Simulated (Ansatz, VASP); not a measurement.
## One calculation of CsPd5S, two programs

```
Pd Cs S
1.0
     4.20515    0.00000    0.00000
     0.00000    4.20515    0.00000
     0.00000    0.00000    7.38572
Pd Cs S
5 1 1
Direct
  0.50000 0.00000 0.72620
  0.00000 0.50000 0.72620
  0.50000 0.00000 0.27380
  0.00000 0.50000 0.27380
  0.00000 0.00000 0.00000
  0.50000 0.50000 0.00000
  0.00000 0.00000 0.50000
```

Alike in both runs: task single point; functional PBE; k mesh 4 × 4 × 3; occupations fermi-dirac, width 0.01 eV; no spin polarisation.

```csv
,VASP,Ansatz
version,VASP 6.6.1,Ansatz 0.2.0
potentials or method,"VASP PAW PBE potentials, release 64 (Pd, Cs_sv, S), cutoff 520 eV",PAW plane waves
valence electrons in the cell,65,105
```

|  | VASP | Ansatz | Ansatz less VASP |
| --- | --- | --- | --- |
| gap on the k mesh at the Fermi level (eV) | none | none | - |
| pressure (GPa) | 0.7 | -0.1 | -0.73 |
| traceless stress, the component that is largest in VASP (GPa) | 0.85 | 0.87 | +0.014 |
| rms of the force components (eV/Å) | 0.711 | 0.670 | -0.0411 |

Atom by atom the forces differ by 0.041 eV/Å (rms over components). A gap of «none» marks a metal or a gap that the smearing closes. The functional is the same, so the differences come from potentials, cutoffs and numerics. VASP's potentials hold 65 valence electrons a cell and Ansatz's 105, so a difference there can come from the potentials and not from the codes.

The k mesh is coarse, so the values compare programs but aren't converged. Neither program's run includes spin-orbit coupling.
